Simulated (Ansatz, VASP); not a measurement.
## Au: VASP beside Ansatz

Contents of POSCAR:

```
Au
1.0
    2.8902925737      0.0000000000      0.0000000000
   -1.4451462869      2.5030667932      0.0000000000
    0.0000000000      0.0000000000      4.8647156935
Au
2
Direct
    0.3333333333      0.6666666667      0.7500000000
    0.6666666667      0.3333333333      0.2500000000
```

Contents of INCAR.step1:

```
PREC     = Accurate       # precision mode
ENCUT    = 520            # plane-wave cutoff, eV
ISMEAR   = 0              # smearing method
SIGMA    = 0.1            # smearing width, eV
LREAL    = F              # projectors in reciprocal space
LASPH    = T              # aspherical terms in the spheres
NELM     = 100            # most SCF steps
NBANDS   = 18             # bands
GGA      = PE             # functional
ALGO     = Normal         # electronic algorithm
EDIFF    = 1E-4           # SCF threshold, eV
LWAVE    = T              # write WAVECAR
LCHARG   = F              # write CHGCAR
```

INCAR.step2

```
PREC     = Accurate       # precision mode
ENCUT    = 520            # plane-wave cutoff, eV
EDIFF    = 1E-7           # SCF threshold, eV
ISMEAR   = 0              # smearing method
SIGMA    = 0.1            # smearing width, eV
LREAL    = F              # projectors in reciprocal space
LASPH    = T              # aspherical terms in the spheres
NELM     = 100            # most SCF steps
ALGO     = Normal         # electronic algorithm
ISIF     = 2              # what is computed and relaxed
LWAVE    = F              # write WAVECAR
LCHARG   = T              # write CHGCAR
METAGGA  = R2SCAN         # meta-GGA
LMIXTAU  = T            
LELF     = T              # ELF
LVHAR    = T            
NBANDS   = 18             # bands
ISTART   = 1
```

File KPOINTS:

```
Automatic mesh
0
Gamma
  12 12 7
```

Input for Ansatz:

```yaml
crystal:
  lattice:
    - [2.8902925733, 0.0, 0.0]
    - [-1.4451462866, 2.5030667928, 0.0]
    - [0.0, 0.0, 4.8647156959]
  atoms:
    - { symbol: Au, position: [0.3333333333, 0.6666666667, 0.75] }
    - { symbol: Au, position: [0.6666666667, 0.3333333333, 0.25] }
basis:
  ecutwfc: 500
kpoints:
  mp_grid: { grid: [12, 12, 7] }
hamiltonian:
  xc: r2scan
scf:
  occupations: { method: gaussian, width: 0.1 }
output:
  forces: true
  stress: true
  eigenvalues: true
```

Alike in both runs: task single point; functional r2SCAN; k mesh 12 × 12 × 7; occupations gaussian, width 0.1 eV; no spin polarisation.

|  | VASP | Ansatz |
| --- | --- | --- |
| version | VASP 6.6.1 | Ansatz 0.2.0 |
| potentials or method | VASP PAW PBE potentials, release 64 (Au), cutoff 520 eV | scalar-relativistic, plane waves, PAW |
| valence electrons in the cell | 22 | 38 |

|  | VASP | Ansatz | Ansatz less VASP |
| --- | --- | --- | --- |
| gap on the k mesh at the Fermi level (eV) | none | none | - |
| pressure (GPa) | 0.4 | 0.2 | -0.26 |
| traceless stress, the component that is largest in VASP (GPa) | -0.88 | -0.85 | +0.032 |

VASP's potentials were made for PBE, not for r2SCAN. A gap of «none» marks a metal or a gap that the smearing closes. The functional is the same, so the differences come from potentials, cutoffs and numerics. VASP's potentials hold 22 valence electrons a cell and Ansatz's 38, so a difference there can come from the potentials and not from the codes.

Neither program's run includes spin-orbit coupling.
